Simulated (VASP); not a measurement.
# Ge in VASP: a series of runs

The runs below take Ge through single point, with PBE+D3(BJ).

All numbers are computed with VASP 6.6.1; they aren't measurements. Logs are shortened: lines on timing, memory, paths and dates and some standing lists are left out, and cuts for length are marked.

## (1) The cell of the first run

The cell holds a slab with vacuum, 4 atoms: a = 4.023 Å, b = 4.023 Å, c = 18.869 Å, α = 90.00°, β = 90.00°, γ = 120.00°.

## (2) Single point, PBE+D3(BJ) (layers slid over each other)

The input, INCAR:

```
SYSTEM = Ge
PREC = Accurate
ENCUT = 520
EDIFF = 1E-7
ISMEAR = 0
SIGMA = 0.1
LREAL = .False.
LASPH = .True.
NELM = 100
ALGO = Normal
ISIF = 2
LWAVE = .False.
LCHARG = .False.
LDIPOL = .True.
IDIPOL = 3
DIPOL = 0.5 0.5 0.381
GGA = PE
IVDW = 12
NBANDS = 36
```

The input, KPOINTS:

```
Automatic mesh
0
Gamma
  9 9 1
  0 0 0
```

The input, POSCAR:

```
Ge
1.0
    4.0226895311      0.0000000000      0.0000000000
   -2.0113447656      3.4837513255      0.0000000000
    0.0000000000      0.0000000000     18.8685220517
Ge
4
Direct
    0.3333333333      0.6666666667      0.2747571332
    0.6666666667      0.3333333333      0.2384924472
    1.1111111111     -0.1111111111      0.5240750719
    0.7777777778      0.2222222222      0.4878103860
```

Potentials or basis: VASP PAW PBE potentials, release 64 (Ge_d).

The run is started by

```console
$ cat potpaw_PBE.64/Ge_d/POTCAR > POTCAR
$ mpirun -np 1 vasp_std > vasp.out
```

OUTCAR:

```text
SYSTEM = Ge
   PREC = Accurate
   ENCUT = 520
   EDIFF = 1E-7
   ISMEAR = 0
   LREAL = .False.
   LASPH = .True.
   NELM = 100
   ISIF = 2
   GGA = PE
   IVDW = 12
 IVDW          = 12

 ion  position               nearest neighbor table
   1  0.333  0.667  0.275-   2 2.42   2 2.42   2 2.42
   2  0.667  0.333  0.238-   1 2.42   1 2.42   1 2.42
   3  0.111  0.889  0.524-   4 2.42   4 2.42   4 2.42
   4  0.778  0.222  0.488-   3 2.42   3 2.42   3 2.42

  LATTYP: Found a hexagonal cell.
 ALAT       =     4.0226895311
 C/A-ratio  =     4.6905240650

  Lattice vectors:

 A1 = (   4.0226895311,   0.0000000000,   0.0000000000)
 A2 = (  -2.0113447656,   3.4837513255,   0.0000000000)
 A3 = (   0.0000000000,   0.0000000000,  18.8685220517)

Analysis of symmetry for initial positions (statically):
=====================================================================
 Subroutine PRICEL returns:
 Original cell was already a primitive cell.

 Routine SETGRP: Setting up the symmetry group for a
 hexagonal supercell.

 Subroutine GETGRP returns: Found  2 space group operations
 (whereof  2 operations were pure point group operations)
 out of a pool of 24 trial point group operations.

The static configuration has the point symmetry C_1h.

Analysis of symmetry for dynamics (positions and initial velocities):
=====================================================================
 Subroutine PRICEL returns:
 Original cell was already a primitive cell.

 Routine SETGRP: Setting up the symmetry group for a
 hexagonal supercell.

 Subroutine GETGRP returns: Found  2 space group operations
 (whereof  2 operations were pure point group operations)
 out of a pool of 24 trial point group operations.

The dynamic configuration has the point symmetry C_1h.

 Subroutine INISYM returns: Found  2 space group operations
 (whereof  2 operations are pure point group operations),
 and found     1 'primitive' translations

----------------------------------------------------------------------------------------

                                     Primitive cell

  volume of cell :     264.4244

  direct lattice vectors                    reciprocal lattice vectors
     4.022689531  0.000000000  0.000000000     0.248589903  0.143523447  0.000000000
    -2.011344766  3.483751326  0.000000000     0.000000000  0.287046895  0.000000000
     0.000000000  0.000000000 18.868522052     0.000000000  0.000000000  0.052998322

  length of vectors
     4.022689531  4.022689531 18.868522052     0.287046895  0.287046895  0.052998322

  position of ions in fractional coordinates (direct lattice)
     0.333333333  0.666666667  0.274757133
     0.666666667  0.333333333  0.238492447
     0.111111111  0.888888889  0.524075072
     0.777777778  0.222222222  0.487810386

  ion indices of the primitive-cell ions
   primitive index   ion index
                 1           1
                 2           2
                 3           3
                 4           4

----------------------------------------------------------------------------------------

 KPOINTS: Automatic mesh

Automatic generation of k-mesh.
 Grid dimensions read from file:
 generate k-points for:    9    9    1

 Generating k-lattice:

  Cartesian coordinates                     Fractional coordinates (reciprocal lattice)
     0.027621100  0.015947050  0.000000000     0.111111111 -0.000000000  0.000000000
     0.000000000  0.031894099  0.000000000     0.000000000  0.111111111  0.000000000
     0.000000000  0.000000000  0.052998322     0.000000000  0.000000000  1.000000000

  Length of vectors
     0.031894099  0.031894099  0.052998322

  Shift w.r.t. Gamma in fractional coordinates (k-lattice)
     0.000000000  0.000000000  0.000000000

 Subroutine IBZKPT returns following result:
 ===========================================

 Found     25 irreducible k-points:

 Following reciprocal coordinates:
            Coordinates               Weight
  0.000000  0.000000  0.000000      1.000000
  0.111111  0.000000  0.000000      4.000000
 -0.111111  0.111111  0.000000      2.000000
  0.222222 -0.000000  0.000000      4.000000
 -0.222222  0.222222  0.000000      2.000000
  0.333333  0.000000  0.000000      4.000000
[... 16 lines left out ...]
 -0.222222 -0.444444  0.000000      4.000000
  0.444444  0.333333  0.000000      4.000000
   k-points           NKPTS =     25   k-points in BZ     NKDIM =     25   number of bands    NBANDS=     36
   number of dos      NEDOS =    301   number of ions     NIONS =      4
   total plane-waves  NPLWV = 126000
   dimension x,y,z NGX =    30 NGY =   30 NGZ =  140
   dimension x,y,z NGXF=    60 NGYF=   60 NGZF=  280
   ions per type =               4
   NGX,Y,Z   is equivalent  to a cutoff of  12.40, 12.40, 12.34 a.u.
   NGXF,Y,Z  is equivalent  to a cutoff of  24.80, 24.80, 24.67 a.u.
 SYSTEM =  Ge
   PREC   = accura    normal or accurate (medium, high low for compatibility)
   ISTART =      0    job   : 0-new  1-cont  2-samecut
   ICHARG =      2    charge: 1-file 2-atom 10-const
   ISPIN  =      1    spin polarized calculation?
   LNONCOLLINEAR =      F non collinear calculations
   LSORBIT =      F    spin-orbit coupling
   LASPH  =      T    aspherical Exc in radial PAW
   ENCUT  =  520.0 eV  38.22 Ry    6.18 a.u.   7.48  7.48 35.08*2*pi/ulx,y,z
   NELM   =    100;   NELMIN=  2; NELMDL= -5     # of ELM steps
   EDIFF  = 0.1E-06   stopping-criterion for ELM
   LREAL  =      F    real-space projection
   EDIFFG = 0.1E-05   stopping-criterion for IOM
   NSW    =      0    number of steps for IOM
   IBRION =     -1    ionic relax: 0-MD 1-quasi-New 2-CG
   NFREE  =      0    steps in history (QN), initial steepest desc. (CG)
   ISIF   =      2    stress and relaxation
   ISYM   =      2    0-nonsym 1-usesym 2-fastsym
   POTIM  = 0.5000    time-step for ionic-motion
   TEBEG  =    0.0;   TEEND  =   0.0 temperature during run
   PSTRESS=    0.0 pullay stress
   NELECT =      56.0000    total number of electrons
   NUPDOWN=      -1.0000    fix difference up-down
   EMIN   =  10.00;   EMAX   =-10.00  energy-range for DOS
   EFERMI =   0.00;   METHOD = LEGACY
   ISMEAR =     0;   SIGMA  =   0.10  broadening in eV -4-tet -1-fermi 0-gaus
   EFERMI_NEDOS =   21; number of points for ismear=-14 and -15
   IALGO  =     38    algorithm
   IMIX   =      4    mixing-type and parameters
     AMIX     =   0.40;   BMIX     =  1.00
     AMIX_MAG =   1.60;   BMIX_MAG =  1.00
  volume/ion in A,a.u.               =      66.11       446.11
  Fermi-wavevector in a.u.,A,eV,Ry     =   0.975821  1.844035 12.955840  0.952227
  Thomas-Fermi vector in A             =   2.106391
   LORBIT       =      0    0 simple, 1 ext, 2 COOP (PROOUT), +10 PAW based schemes
   GGA     = PE    functional components
   LHFCALC =     F    Hartree Fock is set to
   AEXX    =    0.0000 exact exchange contribution
   IVDW    =    12    specifies the selected vdW correction
   LEPSILON=     F    determine dielectric tensor
   LRPA    =     F    only Hartree local field effects (RPA)
 non-spin polarized calculation
 Gauss-broadening in eV      SIGMA  =   0.10
  energy-cutoff  :      520.00
  volume of cell :      264.42
 maximum number of plane-waves:      7165
 NGX is ok and might be reduce to    30
   NGX = 15   NGY = 15   NGZ = 71

 dipolmoment           0.000000      0.000000     -0.000008 electrons x Angstroem

 number of electron      56.0000004 magnetization

 dipolmoment           0.000000      0.000000      0.002546 electrons x Angstroem

 Free energy of the ion-electron system (eV)
  ---------------------------------------------------
  ext. energy  EPLUGINS =         0.00000000
  ---------------------------------------------------
  free energy    TOTEN  =       -16.19144570 eV

  energy without entropy =      -16.19009883  energy(sigma->0) =      -16.19077226

 E-fermi :  -1.3569     XC(G=0):  -4.4286

 val. band max:       -1.4421982759   @ k =   0.3333   0.3333   0.0000
 cond. band min:      -1.2716596346   @ k =   0.3333   0.3333   0.0000
 fundamental gap:      0.1705386413
 Fermi energy:        -1.3569271549

 k-point     1 :       0.0000    0.0000    0.0000
  band No.  band energies     occupation
      1     -25.8638      2.00000
      2     -25.8638      2.00000
      3     -25.8398      2.00000
      4     -25.8395      2.00000
      5     -25.8136      2.00000
      6     -25.8134      2.00000
[... 28 lines left out ...]
     35       2.5825      0.00000
     36       2.6189      0.00000

 k-point     2 :       0.1111    0.0000    0.0000
  band No.  band energies     occupation
      1     -25.8704      2.00000
      2     -25.8685      2.00000
      3     -25.8462      2.00000
      4     -25.8442      2.00000
      5     -25.8255      2.00000
      6     -25.8067      2.00000
[... 28 lines left out ...]
     35       3.0561      0.00000
     36       3.0977      0.00000

 k-point     3 :      -0.1111    0.1111    0.0000
  band No.  band energies     occupation
      1     -25.8703      2.00000
      2     -25.8685      2.00000
      3     -25.8460      2.00000
      4     -25.8444      2.00000
      5     -25.8255      2.00000
      6     -25.8068      2.00000
[... 28 lines left out ...]
     35       3.0111      0.00000
     36       3.1117      0.00000
[... 742 lines left out ...]
 k-point    23 :      -0.2222   -0.4444    0.0000
  band No.  band energies     occupation
      1     -25.9028      2.00000
      2     -25.8785      2.00000
      3     -25.8735      2.00000
      4     -25.8660      2.00000
      5     -25.8495      2.00000
      6     -25.8417      2.00000
[... 28 lines left out ...]
     35       4.3793      0.00000
     36       5.2511      0.00000

 k-point    24 :       0.4444    0.3333    0.0000
  band No.  band energies     occupation
      1     -25.9028      2.00000
      2     -25.8785      2.00000
      3     -25.8734      2.00000
      4     -25.8660      2.00000
      5     -25.8495      2.00000
      6     -25.8417      2.00000
[... 28 lines left out ...]
     35       4.3638      0.00000
     36       5.2214      0.00000

 [... further k-points ...]

------------------------ aborting loop because EDIFF is reached ----------------------------------------

 vacuum level on the upper side and lower side of the slab       (xc-potential included)        -0.081        -0.104

 Edisp (eV)   -0.78542

 E8    (eV) :    -0.3600

  FORCE on cell =-STRESS in cart. coord.  units (eV):
  Direction    XX          YY          ZZ          XY          YZ          ZX
  --------------------------------------------------------------------------------------
  -------------------------------------------------------------------------------------
  Total      -0.19997    -0.18008    -0.78567     0.01722    -0.00260     0.00450
  in kB      -1.21162    -1.09112    -4.76046     0.10436    -0.01573     0.02724
  external pressure =       -2.35 kB  Pullay stress =        0.00 kB

 VOLUME and BASIS-vectors are now :
 -----------------------------------------------------------------------------
  energy-cutoff  :      520.00
  volume of cell :      264.42
      direct lattice vectors                 reciprocal lattice vectors
     4.022689531  0.000000000  0.000000000     0.248589903  0.143523447  0.000000000
    -2.011344766  3.483751326  0.000000000     0.000000000  0.287046895  0.000000000
     0.000000000  0.000000000 18.868522052     0.000000000  0.000000000  0.052998322

 POSITION                                       TOTAL-FORCE (eV/Angst)
 -----------------------------------------------------------------------------------
     -0.00000      2.32250      5.18426         0.001627     -0.000939      0.140988
      2.01134      1.16125      4.50000        -0.002223      0.001283      0.033704
     -1.34090      3.09667      9.88852         0.000732     -0.000422     -0.022691
      2.68179      0.77417      9.20426        -0.000136      0.000078     -0.152000
 -----------------------------------------------------------------------------------
    total drift:                               -0.000025      0.000012     -0.005027

  FREE ENERGIE OF THE ION-ELECTRON SYSTEM (eV)
  ---------------------------------------------------
  free  energy   TOTEN  =       -16.9768614824 eV

  energy  without entropy=      -16.9755146151  energy(sigma->0) =      -16.97618805

 vacuum level on the upper side and lower side of the slab         3.065         3.046
```

Wall time 11 min (1 thread of AMD EPYC 7R13, shared host); peak memory 0.42 GiB.

Results:

| Quantity | Value |
| --- | --- |
| Free energy | -16.9769 eV |
| Largest force | 0.152 eV/Å |
| Band gap on the k mesh | 0.17 eV |
| Dispersion energy per atom | -0.196 eV |

Forces on the atoms (eV/Å):
```
Ge   0.002 -0.001  0.141
Ge  -0.002  0.001  0.034
Ge   0.001  0.000 -0.023
Ge   0.000  0.000 -0.152
```

Levels at points of the mesh, in eV from the valence-band top:
```tsv
k point	band 24	band 25	band 26	band 27	band 28	band 29	band 30	band 31	band 32	band 33
(0.00, 0.00, 0.00)	-3.14	-0.37	-0.36	-0.33	-0.32	0.61	0.74	2.10	3.34	3.96
```

Caveat: the cell differs from its parent crystal (layers slid over each other); semilocal functionals underestimate gaps, and a narrow one can read as zero.

## (3) Single point, PBE+D3(BJ) (layers slid over each other)

The input, INCAR:

```
PREC = Accurate ; ENCUT = 520
EDIFF = 1E-7 ; ISMEAR = 0
SIGMA = 0.1 ; LREAL = F
LASPH = T ; NELM = 60
ALGO = Normal ; ISIF = 2
LWAVE = F ; LCHARG = F
LDIPOL = T ; IDIPOL = 3
DIPOL = 0.5 0.5 0.399 ; GGA = PE
IVDW = 12 ; NBANDS = 36
```

The input, KPOINTS:

```
Automatic mesh
0
Gamma
  9 9 1
```

Changes to POSCAR since step 2:

```diff
@@ -10,3 +10,3 @@
     0.6666666667      0.3333333333      0.2384924472
-    1.1111111111     -0.1111111111      0.5240750719
-    0.7777777778      0.2222222222      0.4878103860
+    1.1111111111     -0.1111111111      0.5601139306
+    0.7777777778      0.2222222222      0.5238492447
```

Potentials or basis: VASP PAW PBE potentials, release 64 (Ge_d).

The run is started by

```console
$ cat potpaw_PBE.64/Ge_d/POTCAR > POTCAR
$ mpirun -np 1 vasp_std > vasp.out
```

OUTCAR:

```text
PREC = Accurate
   ENCUT = 520
   EDIFF = 1E-7
   ISMEAR = 0
   LREAL = F
   LASPH = T
   NELM = 60
   ISIF = 2
   GGA = PE
   IVDW = 12
 IVDW          = 12

 ion  position               nearest neighbor table
   1  0.333  0.667  0.275-   2 2.42   2 2.42   2 2.42
   2  0.667  0.333  0.238-   1 2.42   1 2.42   1 2.42
   3  0.111  0.889  0.560-   4 2.42   4 2.42   4 2.42
   4  0.778  0.222  0.524-   3 2.42   3 2.42   3 2.42

  LATTYP: Found a hexagonal cell.
 ALAT       =     4.0226895311
 C/A-ratio  =     4.6905240650

  Lattice vectors:
[... 1142 lines left out ...]
  --------------------------------------------------------------------------------------
  -------------------------------------------------------------------------------------
  Total      -0.16667    -0.16422    -0.54104     0.00213    -0.00145     0.00252
  in kB      -1.00989    -0.99501    -3.27822     0.01289    -0.00881     0.01526
  external pressure =       -1.76 kB  Pullay stress =        0.00 kB

 VOLUME and BASIS-vectors are now :
 -----------------------------------------------------------------------------
  energy-cutoff  :      520.00
  volume of cell :      264.42
      direct lattice vectors                 reciprocal lattice vectors
     4.022689531  0.000000000  0.000000000     0.248589903  0.143523447  0.000000000
    -2.011344766  3.483751326  0.000000000     0.000000000  0.287046895  0.000000000
     0.000000000  0.000000000 18.868522052     0.000000000  0.000000000  0.052998322

 POSITION                                       TOTAL-FORCE (eV/Angst)
 -----------------------------------------------------------------------------------
     -0.00000      2.32250      5.18426         0.000341     -0.000197      0.076055
      2.01134      1.16125      4.50000        -0.000768      0.000444      0.022961
     -1.34090      3.09667     10.56852        -0.000383      0.000221     -0.019668
      2.68179      0.77417      9.88426         0.000810     -0.000468     -0.079347
 -----------------------------------------------------------------------------------
    total drift:                               -0.000018      0.000008     -0.005000

  FREE ENERGIE OF THE ION-ELECTRON SYSTEM (eV)
  ---------------------------------------------------
  free  energy   TOTEN  =       -16.8849600562 eV

  energy  without entropy=      -16.8819895096  energy(sigma->0) =      -16.88347478

 vacuum level on the upper side and lower side of the slab         3.026         3.041
```

Wall time 9.8 min (1 thread of AMD EPYC 7R13, shared host); peak memory 0.42 GiB.

What came out:

```yaml
Free_energy: -16.8850 eV
Largest_force: 0.079 eV/Å
Band_gap_on_the_k_mesh: 0.07 eV
Dispersion_energy_per_atom: -0.180 eV
```

Forces in eV/Å, atoms in the order of the input:
```
Ge   0.000  0.000  0.076
Ge  -0.001  0.000  0.023
Ge   0.000  0.000 -0.020
Ge   0.001  0.000 -0.079
```

Caveat: the cell differs from its parent crystal (layers slid over each other); semilocal functionals underestimate gaps, and a narrow one can read as zero.
